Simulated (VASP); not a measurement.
A run of VASP 6.6.1 is set up as follows.

INCAR

```
SYSTEM = MgCdS4
PREC = Accurate ; ENCUT = 520
EDIFF = 1E-7 ; ISMEAR = 0
SIGMA = 0.1 ; LREAL = .False.
LASPH = .True. ; NELM = 100
ALGO = Normal ; ISIF = 2
LWAVE = .False. ; LCHARG = .False.
GGA = PE ; NBANDS = 28
```

Contents of KPOINTS:

```
Automatic mesh
0
Gamma
  4 4 4
  0 0 0
```

File POSCAR:

```
MgCdS4
1.0
    4.6083331740      0.0000000000      0.0000000000
    0.0000000000      4.6083331740      0.0000000000
    0.0000000000      0.0000000000      9.5685836657
Mg Cd S
1 1 4
Direct
    0.5000000000      0.5000000000      0.5000000000
    0.0000000000      0.0000000000      0.0000000000
    0.5000000000      0.0000000000      0.0000000000
    0.0000000000      0.5000000000      0.0000000000
    0.0000000000      0.0000000000      0.3881150979
    0.0000000000      0.0000000000      0.6118849021
```

Potentials or basis: VASP PAW PBE potentials, release 64 (Mg, Cd, S).

Run with:

```console
$ cat potpaw_PBE.64/Mg/POTCAR potpaw_PBE.64/Cd/POTCAR potpaw_PBE.64/S/POTCAR > POTCAR
$ mpirun -np 1 vasp_std > vasp.out
```

Task: Estimate the pressure.

Result: 0.1 GPa.

Task: What does it give for the band gap on the k mesh?

Result: Zero (band 19 reaches 0.45 eV, above the bottom of band 20 at 0.12 eV).

Task: Predict the largest force.

Result: 0.134 eV/Å.

Forces on the atoms (eV/Å):
```
Mg   0.000  0.000  0.000
Cd   0.000  0.000  0.000
S    0.000  0.000  0.000
S    0.000  0.000  0.000
S    0.000  0.000  0.134
S    0.000  0.000 -0.134
```
